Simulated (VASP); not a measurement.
**W3S: single point with PBE**

W3S, a slab with vacuum:

```xyz
4
Lattice="2.8547 0.0000 0.0000 -1.4274 2.4723 0.0000 0.0000 0.0000 20.1973" Properties=species:S:1:pos:R:3 pbc="T T T"
W     1.4274    0.8241    4.0000
W     0.0000    1.6482    6.3488
W     0.0000    0.0000    8.6973
S     1.4274    0.8241   10.3996
```

```json
{
 "Program": "VASP 6.6.1",
 "Task": "single point",
 "Functional": "PBE",
 "Potentials or basis": "VASP PAW PBE potentials, release 64 (W_sv, S)",
 "Cutoff": "520 eV",
 "k mesh": "9 × 9 × 1",
 "Occupations": "gaussian, width 0.1 eV",
 "Spin": "no spin polarisation"
}
```

```json
{"Largest force": "0.687 eV/Å", "Band gap on the k mesh": "zero (band 24 reaches 2.13 eV, above the bottom of band 25 at 1.87 eV)"}
```

Forces in eV/Å, atoms in the order of the input:
```
W    0.000  0.000 -0.355
W    0.000  0.000 -0.313
W    0.000  0.000  0.687
S    0.000  0.000 -0.019
```

Levels at points of the mesh, in eV from the Fermi level:
```tsv
k point	band 22	band 23	band 24	band 25	band 26	band 27
(0.00, 0.00, 0.00)	-0.72	-0.72	-0.10	-0.10	0.16	0.85
```

Run time: 2.9 min on 1 thread of Intel Xeon 8259CL, on a shared host, peak memory 0.29 GiB.

Caveat: spin-orbit coupling is left out, which moves the levels of the heavy elements.
